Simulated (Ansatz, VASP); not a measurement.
## Ta2Si2O in VASP and in Ansatz

```
CELL_PARAMETERS angstrom
3.98848 0.00000 0.00000
-1.99424 3.45412 0.00000
0.00000 0.00000 6.68351
ATOMIC_POSITIONS crystal
Ta 0.00000 0.00000 0.71093
Ta 0.00000 0.00000 0.28907
Si 0.33333 0.66667 0.50000
Si 0.66667 0.33333 0.50000
O 0.00000 0.00000 0.00000
```

Alike in both runs: functional PBE; k mesh 6 × 6 × 4; occupations gaussian, width 0.1 eV; no spin polarisation.

Ansatz relaxed the structure, and its values are those at the end. VASP's run is a single point on that final structure, the one shown.

|  | VASP | Ansatz |
| --- | --- | --- |
| version | VASP 6.6.1 | Ansatz 0.2.0 |
| potentials or method | VASP PAW PBE potentials, release 64 (Ta_pv, Si, O), cutoff 520 eV | scalar-relativistic, plane waves, PAW |
| valence electrons in the cell | 36 | 40 |

|  | VASP | Ansatz | Ansatz less VASP |
| --- | --- | --- | --- |
| gap on the k mesh at the Fermi level (eV) | none | none | - |
| pressure (GPa) | 0.2 | 0.0 | -0.17 |
| rms of the force components (eV/Å) | 0.029 | 0.002 | -0.0272 |

A gap of «none» marks a metal or a gap that the smearing closes. The functional is the same, so the differences come from potentials, cutoffs and numerics. VASP's potentials hold 36 valence electrons a cell and Ansatz's 40, so a difference there can come from the potentials and not from the codes.

Spin-orbit coupling is off throughout.
